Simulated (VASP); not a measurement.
# TiN: single point with PBE

TiN, a slab with vacuum:

```
Ti N
1.0
     3.00294    0.00000    0.00000
     0.00000    3.00294    0.00000
     0.00000    0.00000   25.61699
Ti N
6 6
Direct
  0.50000 0.50000 0.29277
  0.00000 0.00000 0.37566
  0.50000 0.50000 0.45855
  0.00000 0.00000 0.54145
  0.50000 0.50000 0.62434
  0.00000 0.00000 0.70723
  0.00000 0.00000 0.29277
  0.50000 0.50000 0.37566
  0.00000 0.00000 0.45855
  0.50000 0.50000 0.54145
  0.00000 0.00000 0.62434
  0.50000 0.50000 0.70723
```

| Quantity | Value |
| --- | --- |
| Program | VASP 6.6.1 |
| Task | single point |
| Functional | PBE |
| Potentials or basis | VASP PAW PBE potentials, release 64 (Ti_sv, N) |
| Cutoff | 520 eV |
| k mesh | 12 × 12 × 1 |
| Occupations | gaussian, width 0.1 eV |
| Spin | no spin polarisation |

The largest force is 2.062 eV/Å and the band gap on the k mesh is zero (bands 51 and 52 overlap by 2.57 eV).

Forces on the atoms (eV/Å):
```
Ti   0.000  0.000  2.062
Ti   0.000  0.000  0.095
Ti   0.000  0.000 -0.106
Ti   0.000  0.000  0.106
Ti   0.000  0.000 -0.095
Ti   0.000  0.000 -2.062
N    0.000  0.000 -1.262
N    0.000  0.000 -0.886
N    0.000  0.000  0.154
N    0.000  0.000 -0.154
N    0.000  0.000  0.886
N    0.000  0.000  1.262
```

Levels at points of the mesh, in eV from the Fermi level:
| k point | band 49 | band 50 | band 51 | band 52 | band 53 | band 54 |
| --- | --- | --- | --- | --- | --- | --- |
| (0.00, 0.00, 0.00) | -2.12 | -1.99 | -1.99 | -1.58 | -1.07 | -0.72 |
| (0.50, 0.00, 0.00) | 0.86 | 0.86 | 0.99 | 0.99 | 1.27 | 1.27 |
| (0.50, 0.50, 0.00) | -2.32 | -2.32 | -1.21 | -1.21 | -0.06 | -0.06 |

Wall time 11 min on 1 thread of AMD EPYC 7R13 Processor (Zen 3), with other jobs on the host, peak memory 0.47 GiB.
